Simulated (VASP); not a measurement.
C:

```
CELL_PARAMETERS angstrom
0.00000 1.78436 1.78436
1.78436 0.00000 1.78436
1.78436 1.78436 0.00000
ATOMIC_POSITIONS crystal
C 0.75000 0.75000 0.75000
C 0.50000 0.50000 0.50000
```

Base run:

- Program: VASP 6.6.1
- Functional: BLYP
- Dispersion: D3(BJ)
- Potentials or basis: VASP PAW PBE potentials, release 64 (C)
- Cutoff: 520 eV
- k mesh: 13 × 13 × 13
- Occupations: fermi-dirac, width 0.05 eV
- Spin: no spin polarisation

Its results: band gap on the k mesh 4.47 eV, indirect (least direct gap 5.74 eV); pressure 0.8 GPa.

Task: The run is repeated on the same cell with these changes: cutoff from 520 eV to 600 eV. What comes out?

Result: Band gap on the k mesh 4.47 eV, indirect (least direct gap 5.74 eV); pressure 0.1 GPa.

Caveats: the PAW data sets were made with another functional, which shifts forces and pressure a little.

A k mesh can miss the band edges.
